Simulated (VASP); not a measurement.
CdI2: single point with PBE

Crystal: CdI2.

```
Cd I
1.0
     4.24836    0.00000    0.00000
    -2.12418    3.67918    0.00000
     0.00000    0.00000    6.88442
Cd I
1 2
Direct
  0.00000 0.00000 0.00000
  0.33333 0.66667 0.24956
  0.66667 0.33333 0.75044
```

```json
{"Program": "VASP 6.6.1", "Task": "single point", "Functional": "PBE", "Potentials or basis": "VASP PAW PBE potentials, release 64 (Cd, I)", "Cutoff": "500 eV", "k mesh": "6 × 6 × 4", "Occupations": "gaussian, width 0.01 eV", "Spin": "no spin polarisation", "Dipole correction": "no", "Further INCAR settings": "ALGO = Normal; EDIFF = 1e-06; NBANDS = 20"}
```

- Pressure: 1.7 GPa
- Largest force: 0.092 eV/Å
- Band gap on the k mesh: 2.37 eV (least direct gap 2.60 eV)

Forces on the atoms (eV/Å):
```
Cd   0.000  0.000  0.000
I    0.000  0.000  0.092
I    0.000  0.000 -0.092
```

Stress tensor (GPa, compression positive):
```
1.75 0.00 0.00
0.00 1.75 0.00
0.00 0.00 1.67
```

Levels at points of the mesh, in eV from the valence-band top:
| k point | band 11 | band 12 | band 13 | band 14 | band 15 | band 16 |
| --- | --- | --- | --- | --- | --- | --- |
| (0.00, 0.00, 0.00) | -0.15 | -0.15 | -0.13 | 2.47 | 4.48 | 6.34 |
| (0.50, 0.00, 0.00) | -1.50 | -0.69 | -0.12 | 2.66 | 5.01 | 5.95 |
| (0.00, 0.00, 0.50) | -0.41 | 0.00 | 0.00 | 3.59 | 4.52 | 6.14 |
| (0.50, 0.00, 0.50) | -1.20 | -0.49 | -0.44 | 2.37 | 4.94 | 5.83 |

Wall time 48 s on 1 thread of Intel Xeon 8259CL, on a shared host, peak memory 0.23 GiB.

Caveat: spin-orbit coupling is left out, which moves the levels of the heavy elements; this functional lacks dispersion, which binds the layers, so the pressure and a relaxed spacing across them are unreliable. A k mesh can miss the band edges.
